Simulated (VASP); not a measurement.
PIr2, 3 atoms in the cell. The structure is cubic, space group Fm-3m (No. 225). The conventional cell has a = 5.470 Å, b = 5.470 Å, c = 5.470 Å, α = 90.00°, β = 90.00°, γ = 90.00°. Within 3.1 Å of P (site symmetry m-3m) lie 8 Ir at 2.37 Å. Ir (site symmetry -43m) has 4 P at 2.37 Å and 6 Ir at 2.73 Å within 3.1 Å. 

```yaml
Program: VASP 6.6.1
Task: single point
Functional: LDA
Potentials_or_basis: VASP PAW LDA potentials, release 64 (P, Ir_sv_GW)
Cutoff: 560 eV
k_mesh: 14 × 14 × 14
Occupations: fermi-dirac, width 0.15 eV
Spin: no spin polarisation
Dipole_correction: no
Further_INCAR_settings: ALGO = Normal; EDIFF = 1e-06; NBANDS = 26
```

Potentials or basis: VASP PAW LDA potentials, release 64 (P, Ir_sv_GW).

Launch:

```sh
$ cat potpaw_LDA.64/P/POTCAR potpaw_LDA.64/Ir_sv_GW/POTCAR > POTCAR
$ mpirun -np 1 vasp_std > vasp.out
```

Hardware: 1 thread of Intel(R) Xeon(R) Platinum 8259CL CPU @ 2.50GHz (Skylake/Cascade Lake), with other jobs on the host.

Estimate the wall time of this run.

Run time: 110 s on 1 thread of Intel(R) Xeon(R) Platinum 8259CL CPU @ 2.50GHz (Skylake/Cascade Lake), on a shared host, peak memory 0.23 GiB. Counts: scf iterations 13, k points 104.
